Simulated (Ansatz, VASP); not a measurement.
Two plane-wave programs on WF

```
W F
1.0
     0.00000    2.42504    2.42504
     2.42504    0.00000    2.42504
     2.42504    2.42504    0.00000
W F
1 1
Direct
  0.00000 0.00000 0.00000
  0.25000 0.25000 0.25000
```

Alike in both runs: task relaxation of cell and atoms; functional PBE; k mesh 20 × 20 × 20; occupations gaussian, width 0.1 eV; no spin polarisation.

```csv
,VASP,Ansatz
version,VASP 6.6.1,Ansatz 0.2.0
potentials or method,"VASP PAW PBE potentials, release 64 (W_sv, F), cutoff 600 eV","scalar-relativistic, plane waves, PAW"
valence electrons in the cell,21,21
```

Ansatz gave:

- gap on the k mesh at the Fermi level, each at its own relaxed structure (eV): none
- relaxed volume (Å³/atom): 14.25
- relaxed length of the cell vector where the two differ most in proportion (Å): 3.428

Task: Which values does VASP return?

Result: gap on the k mesh at the Fermi level, each at its own relaxed structure (eV): none; relaxed volume (Å³/atom): 14.35; relaxed length of the cell vector where the two differ most in proportion (Å): 3.437.

A gap of «none» marks a metal or a gap that the smearing closes.

Spin-orbit coupling is off throughout.
